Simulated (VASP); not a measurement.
Set up this calculation in VASP 6.6.1, as the native input.

* Task: single point
* Functional: r2SCAN
* Potentials or basis: VASP PAW PBE potentials, release 64 (Na_pv, I)
* Cutoff: 520 eV
* k mesh: 6 × 6 × 6
* Occupations: gaussian, width 0.05 eV
* Spin: no spin polarisation
* Dipole correction: no
* Further INCAR settings: ALGO = Normal; EDIFF = 1e-07; NBANDS = 14

NaI:

```
CELL_PARAMETERS angstrom
0.00000 3.23640 3.23640
3.60050 0.00000 3.23640
3.60050 3.23640 0.00000
ATOMIC_POSITIONS crystal
Na 0.00000 0.00000 0.00000
I 0.50000 0.50000 0.50000
```

This cell differs from its parent crystal: strain +0.1125 x Voigt [1, 0, 0, 0, 0, 0].

The input as run:

POSCAR

```
NaI
1.0
    0.0000000000      3.2364000000      3.2364000000
    3.6004950000      0.0000000000      3.2364000000
    3.6004950000      3.2364000000      0.0000000000
Na I
1 1
Direct
    0.0000000000      0.0000000000      0.0000000000
    0.5000000000      0.5000000000      0.5000000000
```

INCAR.step1

```
PREC = Accurate
ENCUT = 520
ISMEAR = 0
SIGMA = 0.05
LREAL = F
LASPH = T
NELM = 100
NBANDS = 14
GGA = PE
ALGO = Normal
EDIFF = 1E-4
LWAVE = T
LCHARG = F
```

INCAR.step2

```
PREC = Accurate
ENCUT = 520
EDIFF = 1E-7
ISMEAR = 0
SIGMA = 0.05
LREAL = F
LASPH = T
NELM = 100
ALGO = Normal
ISIF = 2
LWAVE = F
LCHARG = T
METAGGA = R2SCAN
LMIXTAU = T
LELF = T
LVHAR = T
NBANDS = 14
ISTART = 1
```

KPOINTS

```
regular mesh
0
Gamma
  6 6 6
```

Potentials or basis: VASP PAW PBE potentials, release 64 (Na_pv, I).

Launch:

```bash
$ cat potpaw_PBE.64/Na_pv/POTCAR potpaw_PBE.64/I/POTCAR > POTCAR
$ cp INCAR.step1 INCAR
$ mpirun -np 1 vasp_std > vasp.out
$ cp INCAR.step2 INCAR
$ mpirun -np 1 vasp_std > vasp.out
```

It gave:

```
Pressure               : -1.2 GPa
Band gap on the k mesh : 4.12 eV
```

Caveat: the cell differs from its parent crystal (strain +0.1125 x Voigt [1, 0, 0, 0, 0, 0]); the PAW data sets were made with another functional, which shifts forces and pressure a little; spin-orbit coupling is left out, which moves the levels of the heavy elements.

Run time: 2.3 min on 1 thread of Intel Xeon 8259CL, with other jobs on the host, peak memory 0.23 GiB.
